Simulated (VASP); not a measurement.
Wanted: the native input for a VASP 6.6.1 run.

```
Task                   : single point
Functional             : PBE
Potentials or basis    : VASP PAW PBE potentials, release 64 (Hf_pv, O)
Cutoff                 : 520 eV
k mesh                 : 6 × 6 × 6
Occupations            : gaussian, width 0.01 eV
Spin                   : no spin polarisation
Dipole correction      : no
Further INCAR settings : ALGO = Normal; EDIFF = 1e-06; NBANDS = 18
```

The structure of HfO2 lies in POSCAR:

```
HfO2
1.0
    0.0000000000      2.5744375797      2.5744375797
    2.5744375797      0.0000000000      2.5744375797
    2.5744375797      2.5744375797      0.0000000000
Hf O
1 2
Direct
    0.0000000000      0.0000000000      0.0000000000
    0.2500000000      0.2500000000      0.2500000000
    0.7500000000      0.7500000000      0.7500000000
```

These files were run (other wordings do the same):

INCAR

```
PREC = Accurate
ENCUT = 520
EDIFF = 1E-6
ISMEAR = 0
SIGMA = 0.01
LREAL = False
LASPH = True
NELM = 60
ALGO = Normal
ISIF = 2
LWAVE = False
LCHARG = False
GGA = PE
NBANDS = 18
```

KPOINTS

```
regular mesh
0
Gamma
  6 6 6
```

Potentials or basis: VASP PAW PBE potentials, release 64 (Hf_pv, O).

Command:

```bash
$ cat potpaw_PBE.64/Hf_pv/POTCAR potpaw_PBE.64/O/POTCAR > POTCAR
$ mpirun -np 1 vasp_std > vasp.out
```

Results of the run:

| Property | Result |
| --- | --- |
| Pressure | -10.3 GPa |
| Band gap on the k mesh | 3.68 eV, direct |

Caveat: spin-orbit coupling is left out, which moves the levels of the heavy elements.

It took 21 s on 1 thread of Intel Xeon 8259CL, on a shared host, peak memory 0.13 GiB.
